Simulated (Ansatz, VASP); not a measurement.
**Two plane-wave programs on Se**

```xyz
1
Lattice="2.8665 0.0000 0.0000 0.0000 2.8665 0.0000 0.0000 0.0000 2.8665" Properties=species:S:1:pos:R:3 pbc="T T T"
Se    0.0000    0.0000    0.0000
```

Alike in both runs: task relaxation of cell and atoms; functional LDA; k mesh 11 × 11 × 11; occupations fermi-dirac, width 0.1 eV; no spin polarisation.

|  | VASP | Ansatz |
| --- | --- | --- |
| version | VASP 6.6.1 | Ansatz 0.2.0 |
| potentials or method | VASP PAW LDA potentials, release 64 (Se), cutoff 600 eV | plane waves (420 eV) with PAW, scalar-relativistic |
| valence electrons in the cell | 6 | 16 |

|  | VASP | Ansatz | Ansatz less VASP |
| --- | --- | --- | --- |
| relaxed volume (Å³/atom) | 21.29 | 21.24 | -0.043 |
| relaxed cell length with the largest relative difference (Å) | 2.771 | 2.769 | -0.0019 |

Ansatz warns that its potentials were made for another functional, while VASP's fit it. LDA's correlation is that of Perdew and Zunger in VASP and of Perdew and Wang (1992) in Ansatz. VASP's potentials hold 6 valence electrons a cell and Ansatz's 16, so a difference there can come from the potentials and not from the codes.
